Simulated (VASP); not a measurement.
Input of a VASP 6.6.1 run:

The input INCAR:

```
SYSTEM = P
  PREC = Accurate
  ENCUT = 520
  EDIFF = 1E-6
  ISMEAR = 0
  SIGMA = 0.05
  LREAL = .FALSE.
  LASPH = .TRUE.
  NELM = 100
  ALGO = Normal
  ISIF = 2
  LWAVE = .FALSE.
  LCHARG = .FALSE.
  GGA = PS
  NBANDS = 18
```

File KPOINTS:

```
regular mesh
0
G
  8 1 6
  0 0 0
```

Contents of POSCAR:

```
P
1.0
    3.2843671017      0.0000000000      0.0000000000
    0.0000000000     34.8747470704      0.0000000000
    0.0000000000      0.0000000000      4.4369100789
P
4
Direct
   -0.0258353622      0.9672545504      0.5826201292
    0.0000000000      0.0303123764      0.4173798708
    0.5000000000      0.0303123764      0.0826201292
    0.5000000000      0.9696876236      0.9173798708
```

Potentials or basis: VASP PAW PBE potentials, release 64 (P).

Command:

```bash
$ cat potpaw_PBE.64/P/POTCAR > POTCAR
$ mpirun -np 1 vasp_std > vasp.out
```

(1) Estimate the band gap on the k mesh.

(2) Predict the largest force.

Results:

(1) 0.52 eV.

(2) 1.192 eV/Å.

Caveat: the cell differs from its parent crystal (atom 1 (P) moved -0.120 Å along Cartesian [1 1 0]); there is no dipole correction, which matters where the two faces differ; the PAW data sets were made with another functional, which shifts forces and pressure a little.
